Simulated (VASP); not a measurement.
AlN: single point with LDA

The system is AlN.

```xyz
4
Lattice="3.3030 0.0000 0.0000 -1.6515 2.8605 0.0000 0.0000 0.0000 4.1347" Properties=species:S:1:pos:R:3 pbc="T T T"
Al    0.0000    1.9070    3.1010
Al    1.6515    0.9535    1.0337
N     0.0000    1.9070    1.0337
N     1.6515    0.9535    3.1010
```

```
Program                : VASP 6.6.1
Task                   : single point
Functional             : LDA
Potentials or basis    : VASP PAW LDA potentials, release 64 (Al, N)
Cutoff                 : 520 eV
k mesh                 : 9 × 9 × 6
Occupations            : gaussian, width 0.05 eV
Spin                   : no spin polarisation
Dipole correction      : no
Further INCAR settings : ALGO = Normal; EDIFF = 1e-06; NBANDS = 16
```

```
Pressure               : -4.8 GPa
Band gap on the k mesh : 3.45 eV, direct
```

Stress tensor (GPa, compression positive):
```
-5.04  0.00  0.00
 0.00 -5.04  0.00
 0.00  0.00 -4.42
```

Levels at points of the mesh, in eV from the valence-band top:
```tsv
k point	band 5	band 6	band 7	band 8	band 9	band 10	band 11	band 12
(0.00, 0.00, 0.00)	-3.32	-1.58	-1.58	0.00	3.45	4.39	8.12	8.12
(0.00, 0.00, 0.50)	-2.49	-2.49	-2.49	-2.49	5.72	5.72	8.30	8.30
```

It took 11 s on 1 thread of Intel(R) Xeon(R) 6975P-C (Granite Rapids), with other jobs on the host, peak memory 0.15 GiB.

A k mesh can miss the band edges.
